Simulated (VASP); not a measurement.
# SnF4 (I4/mmm) in VASP: single point with LDA

Aim: the single point of SnF4 with LDA.

Everything below comes from runs of VASP 6.6.1. Logs are shortened: lines on timing, memory, paths and dates and some standing lists are left out, and cuts for length are marked.

## (1) The cell of the first run

It takes space group I4/mmm (No. 139, tetragonal). Conventional cell: a = 4.050 Å, b = 4.050 Å, c = 7.930 Å, α = 90.00°, β = 90.00°, γ = 90.00°. Sn (site symmetry 4/mmm) has 6 F at 1.88 to 2.02 Å within 2.5 Å. F (site symmetry 4mm) has 1 Sn at 1.88 Å within 2.5 Å. Within 3.0 Å of F (site symmetry mmm) lie 2 Sn at 2.02 Å and 12 F at 2.76 to 2.91 Å.

## (2) Single point, LDA

Contents of INCAR:

```
SYSTEM = SnF4
ALGO = Normal ; EDIFF = 1E-7
ENCUT = 520 ; ISIF = 2
ISMEAR = 1 ; LASPH = .True.
LCHARG = .False. ; LREAL = .False.
LWAVE = .False. ; NBANDS = 29
NELM = 80 ; PREC = Accurate
SIGMA = 0.05
```

Contents of KPOINTS:

```
k-points
0
Gamma
  8 8 8
  0 0 0
```

Contents of POSCAR:

```
SnF4
1.0
   -2.0250000000      2.0250000000      3.9650000000
    2.0250000000     -2.0250000000      3.9650000000
    2.0250000000      2.0250000000     -3.9650000000
Sn F
1 4
Direct
    0.0000000000      0.0000000000      0.0000000000
    0.2370000000      0.2370000000      0.0000000000
    0.7630000000      0.7630000000      0.0000000000
    0.5000000000      0.0000000000      0.5000000000
    0.0000000000      0.5000000000      0.5000000000
```

Potentials or basis: VASP PAW LDA potentials, release 64 (Sn_d, F).

Command:

```sh
$ cat potpaw_LDA.64/Sn_d/POTCAR potpaw_LDA.64/F/POTCAR > POTCAR
$ mpirun -np 1 vasp_std > vasp.out
```

OUTCAR:

```text
SYSTEM = SnF4
   EDIFF = 1E-7
   ENCUT = 520
   ISIF = 2
   ISMEAR = 1
   LASPH = .True.
   LREAL = .False.
   NELM = 80
   PREC = Accurate

 ion  position               nearest neighbor table
   1  0.000  0.000  0.000-   2 1.88   3 1.88   4 2.02   5 2.02   5 2.02   4 2.02
   2  0.237  0.237  0.000-   1 1.88
   3  0.763  0.763  0.000-   1 1.88
   4  0.500  0.000  0.500-   1 2.02   1 2.02
   5  0.000  0.500  0.500-   1 2.02   1 2.02

  LATTYP: Found a body centered tetragonal cell.
 ALAT       =     4.0500000000
 C/A-ratio  =     1.9580246914

  Lattice vectors:

 A1 = (  -2.0250000000,   2.0250000000,   3.9650000000)
 A2 = (   2.0250000000,  -2.0250000000,   3.9650000000)
 A3 = (   2.0250000000,   2.0250000000,  -3.9650000000)

Analysis of symmetry for initial positions (statically):
=====================================================================
 Subroutine PRICEL returns:
 Original cell was already a primitive cell.

 Routine SETGRP: Setting up the symmetry group for a
 body centered tetragonal supercell.

 Subroutine GETGRP returns: Found 16 space group operations
 (whereof 16 operations were pure point group operations)
 out of a pool of 16 trial point group operations.

The static configuration has the point symmetry D_4h.

Analysis of symmetry for dynamics (positions and initial velocities):
=====================================================================
 Subroutine PRICEL returns:
 Original cell was already a primitive cell.

 Routine SETGRP: Setting up the symmetry group for a
 body centered tetragonal supercell.

 Subroutine GETGRP returns: Found 16 space group operations
 (whereof 16 operations were pure point group operations)
 out of a pool of 16 trial point group operations.

The dynamic configuration has the point symmetry D_4h.

 Subroutine INISYM returns: Found 16 space group operations
 (whereof 16 operations are pure point group operations),
 and found     1 'primitive' translations

----------------------------------------------------------------------------------------

                                     Primitive cell

  volume of cell :      65.0359

  direct lattice vectors                    reciprocal lattice vectors
    -2.025000000  2.025000000  3.965000000     0.000000000  0.246913580  0.126103405
     2.025000000 -2.025000000  3.965000000     0.246913580  0.000000000  0.126103405
     2.025000000  2.025000000 -3.965000000     0.246913580  0.246913580  0.000000000

  length of vectors
     4.891060723  4.891060723  4.891060723     0.277251483  0.277251483  0.349188534

  position of ions in fractional coordinates (direct lattice)
     0.000000000  0.000000000  0.000000000
     0.237000000  0.237000000  0.000000000
     0.763000000  0.763000000  0.000000000
     0.500000000  0.000000000  0.500000000
     0.000000000  0.500000000  0.500000000

  ion indices of the primitive-cell ions
   primitive index   ion index
                 1           1
                 2           2
                 3           3
                 4           4
                 5           5

----------------------------------------------------------------------------------------

 KPOINTS: k-points

Automatic generation of k-mesh.
 Grid dimensions read from file:
 generate k-points for:    8    8    8

 Generating k-lattice:

  Cartesian coordinates                     Fractional coordinates (reciprocal lattice)
     0.000000000  0.030864198  0.015762926     0.125000000  0.000000000 -0.000000000
     0.030864198  0.000000000  0.015762926     0.000000000  0.125000000 -0.000000000
     0.030864198  0.030864198  0.000000000     0.000000000  0.000000000  0.125000000

  Length of vectors
     0.034656435  0.034656435  0.043648567

  Shift w.r.t. Gamma in fractional coordinates (k-lattice)
     0.000000000  0.000000000  0.000000000

 Subroutine IBZKPT returns following result:
 ===========================================

 Found     59 irreducible k-points:

 Following reciprocal coordinates:
            Coordinates               Weight
  0.000000  0.000000  0.000000      1.000000
  0.125000 -0.000000  0.000000      8.000000
  0.250000 -0.000000  0.000000      8.000000
  0.375000  0.000000  0.000000      8.000000
  0.500000 -0.000000  0.000000      4.000000
  0.125000  0.125000  0.000000      8.000000
[... 16 lines left out ...]
  0.250000  0.125000  0.125000     16.000000
  0.375000  0.125000  0.125000      8.000000
 [... further k-points ...]
   k-points           NKPTS =     59   k-points in BZ     NKDIM =     59   number of bands    NBANDS=     29
   number of dos      NEDOS =    301   number of ions     NIONS =      5
   total plane-waves  NPLWV =  46656
   dimension x,y,z NGX =    36 NGY =   36 NGZ =   36
   dimension x,y,z NGXF=    72 NGYF=   72 NGZF=   72
   ions per type =               1   4
   NGX,Y,Z   is equivalent  to a cutoff of  12.24, 12.24, 12.24 a.u.
   NGXF,Y,Z  is equivalent  to a cutoff of  24.47, 24.47, 24.47 a.u.
 SYSTEM =  SnF4
   PREC   = accura    normal or accurate (medium, high low for compatibility)
   ISTART =      0    job   : 0-new  1-cont  2-samecut
   ICHARG =      2    charge: 1-file 2-atom 10-const
   ISPIN  =      1    spin polarized calculation?
   LNONCOLLINEAR =      F non collinear calculations
   LSORBIT =      F    spin-orbit coupling
   LASPH  =      T    aspherical Exc in radial PAW
   ENCUT  =  520.0 eV  38.22 Ry    6.18 a.u.   9.09  9.09  9.09*2*pi/ulx,y,z
   NELM   =     80;   NELMIN=  2; NELMDL= -5     # of ELM steps
   EDIFF  = 0.1E-06   stopping-criterion for ELM
   LREAL  =      F    real-space projection
   EDIFFG = 0.1E-05   stopping-criterion for IOM
   NSW    =      0    number of steps for IOM
   IBRION =     -1    ionic relax: 0-MD 1-quasi-New 2-CG
   NFREE  =      0    steps in history (QN), initial steepest desc. (CG)
   ISIF   =      2    stress and relaxation
   ISYM   =      2    0-nonsym 1-usesym 2-fastsym
   POTIM  = 0.5000    time-step for ionic-motion
   TEBEG  =    0.0;   TEEND  =   0.0 temperature during run
   PSTRESS=    0.0 pullay stress
   NELECT =      42.0000    total number of electrons
   NUPDOWN=      -1.0000    fix difference up-down
   EMIN   =  10.00;   EMAX   =-10.00  energy-range for DOS
   EFERMI =   0.00;   METHOD = LEGACY
   ISMEAR =     1;   SIGMA  =   0.05  broadening in eV -4-tet -1-fermi 0-gaus
   EFERMI_NEDOS =   21; number of points for ismear=-14 and -15
   IALGO  =     38    algorithm
   IMIX   =      4    mixing-type and parameters
     AMIX     =   0.40;   BMIX     =  1.00
     AMIX_MAG =   1.60;   BMIX_MAG =  1.00
  volume/ion in A,a.u.               =      13.01        87.78
  Fermi-wavevector in a.u.,A,eV,Ry     =   1.415056  2.674067 27.244067  2.002382
  Thomas-Fermi vector in A             =   2.536534
   LORBIT       =      0    0 simple, 1 ext, 2 COOP (PROOUT), +10 PAW based schemes
   GGA     = CA    functional components
   LHFCALC =     F    Hartree Fock is set to
   AEXX    =    0.0000 exact exchange contribution
   IVDW    =     0    specifies the selected vdW correction
   LEPSILON=     F    determine dielectric tensor
   LRPA    =     F    only Hartree local field effects (RPA)
 non-spin polarized calculation
 Methfessel and Paxton  Order N= 1 SIGMA  =   0.05
  energy-cutoff  :      520.00
  volume of cell :       65.04
 maximum number of plane-waves:      1784
   NGX = 19   NGY = 19   NGZ = 19

 number of electron      42.0000026 magnetization

 Free energy of the ion-electron system (eV)
  ---------------------------------------------------
  ext. energy  EPLUGINS =         0.00000000
  ---------------------------------------------------
  free energy    TOTEN  =       -25.56644966 eV

  energy without entropy =      -25.56677366  energy(sigma->0) =      -25.56655766

 E-fermi :  -0.3337     XC(G=0): -10.4540

 val. band max:       -0.3433949636   @ k =   0.5000   0.5000   0.0000
 cond. band min:       2.9675996633   @ k =   0.0000   0.0000   0.0000
 fundamental gap:      3.3109946269
 Fermi energy:        -0.3337282253

 k-point     1 :       0.0000    0.0000    0.0000
  band No.  band energies     occupation
      1     -22.3820      2.00000
      2     -22.2499      2.00000
      3     -21.6358      2.00000
      4     -19.8653      2.00000
      5     -19.3190      2.00000
      6     -19.1788      2.00000
[... 21 lines left out ...]
     28      15.4034      0.00000
     29      15.6257      0.00000

 k-point     2 :       0.1250   -0.0000    0.0000
  band No.  band energies     occupation
      1     -22.3508      2.00000
      2     -22.1921      2.00000
      3     -21.6180      2.00000
      4     -19.8879      2.00000
      5     -19.3218      2.00000
      6     -19.1813      2.00000
[... 21 lines left out ...]
     28      15.2139      0.00000
     29      15.6647      0.00000

 k-point     3 :       0.2500   -0.0000    0.0000
  band No.  band energies     occupation
      1     -22.3296      2.00000
      2     -21.9726      2.00000
      3     -21.5723      2.00000
      4     -19.9448      2.00000
      5     -19.3287      2.00000
      6     -19.1876      2.00000
[... 21 lines left out ...]
     28      15.2472      0.00000
     29      15.7655      0.00000

 k-point     4 :       0.3750    0.0000    0.0000
  band No.  band energies     occupation
      1     -22.3257      2.00000
      2     -21.6824      2.00000
      3     -21.5171      2.00000
      4     -20.0054      2.00000
      5     -19.3356      2.00000
      6     -19.1945      2.00000
[... 21 lines left out ...]
     28      15.6000      0.00000
     29      15.8760      0.00000

 k-point     5 :       0.5000   -0.0000    0.0000
  band No.  band energies     occupation
      1     -22.3252      2.00000
      2     -21.5539      2.00000
      3     -21.4708      2.00000
      4     -20.0316      2.00000
      5     -19.3385      2.00000
      6     -19.1980      2.00000
[... 21 lines left out ...]
     28      15.8997      0.00000
     29      15.9233      0.00000
[... 510 lines left out ...]
     28      15.4488      0.00000
     29      15.5454      0.00000

 k-point    22 :       0.1250    0.1250    0.1250
  band No.  band energies     occupation
      1     -22.0313      2.00000
      2     -21.9374      2.00000
      3     -21.5487      2.00000
      4     -19.9702      2.00000
      5     -19.3386      2.00000
      6     -19.1887      2.00000
[... 21 lines left out ...]
     28      14.9297      0.00000
     29      15.8880      0.00000

 k-point    23 :       0.2500    0.1250    0.1250
  band No.  band energies     occupation
      1     -21.9913      2.00000
      2     -21.6838      2.00000
      3     -21.5013      2.00000
      4     -20.0132      2.00000
      5     -19.3452      2.00000
      6     -19.1943      2.00000
[... 21 lines left out ...]
     28      15.0531      0.00000
     29      16.1248      0.00000

 k-point    24 :       0.3750    0.1250    0.1250
  band No.  band energies     occupation
      1     -21.9913      2.00000
      2     -21.5480      2.00000
      3     -21.4636      2.00000
      4     -20.0320      2.00000
      5     -19.3479      2.00000
      6     -19.2416      2.00000
[... 21 lines left out ...]
     28      15.2787      0.00000
     29      16.1408      0.00000

 [... further k-points ...]
[... 5 lines left out ...]
  --------------------------------------------------------------------------------------
  -------------------------------------------------------------------------------------
  Total       -0.0418351     -0.0418351      0.1681218      0.0000000     -0.0000000      0.0000000
  in kB       -1.0306186     -1.0306186      4.1417251      0.0000000     -0.0000000      0.0000000
  external PRESSURE =       0.6934960 kB  Pullay stress =       0.0000000 kB

 VOLUME and BASIS-vectors are now :
 -----------------------------------------------------------------------------
  energy-cutoff  :      520.00
  volume of cell :       65.04
      direct lattice vectors                 reciprocal lattice vectors
    -2.025000000  2.025000000  3.965000000     0.000000000  0.246913580  0.126103405
     2.025000000 -2.025000000  3.965000000     0.246913580  0.000000000  0.126103405
     2.025000000  2.025000000 -3.965000000     0.246913580  0.246913580  0.000000000

 POSITION                                       TOTAL-FORCE (eV/Angst)
 -----------------------------------------------------------------------------------
      0.00000      0.00000      0.00000         0.000000      0.000000      0.000000
      0.00000      0.00000      1.87941        -0.000000     -0.000000      0.308242
      0.00000      0.00000      6.05059         0.000000      0.000000     -0.308242
      0.00000      2.02500      0.00000         0.000000      0.000000      0.000000
      2.02500      0.00000      0.00000         0.000000      0.000000     -0.000000
 -----------------------------------------------------------------------------------
    total drift:                                0.000000      0.000000     -0.000000

  FREE ENERGIE OF THE ION-ELECTRON SYSTEM (eV)
  ---------------------------------------------------
  free  energy   TOTEN  =       -25.5664496624 eV

  energy  without entropy=      -25.5667736632  energy(sigma->0) =      -25.56655766
```

Run time: 86 s. Hardware: 1 thread of Intel Xeon Platinum 8488C (Sapphire Rapids), shared host; peak memory 0.23 GiB.

What came out:

* Free energy: -25.5664 eV
* Pressure: 0.1 GPa
* Largest force: 0.308 eV/Å
* Band gap on the k mesh: 3.31 eV (least direct gap 3.56 eV)

Forces in eV/Å, atoms in the order of the input:
```
Sn   0.000  0.000  0.000
F    0.000  0.000  0.308
F    0.000  0.000 -0.308
F    0.000  0.000  0.000
F    0.000  0.000  0.000
```

Stress tensor (GPa, compression positive):
```
-0.10  0.00  0.00
 0.00 -0.10  0.00
 0.00  0.00  0.41
```

Caveat: spin-orbit coupling is left out, which moves the levels of the heavy elements. A k mesh can miss the band edges.
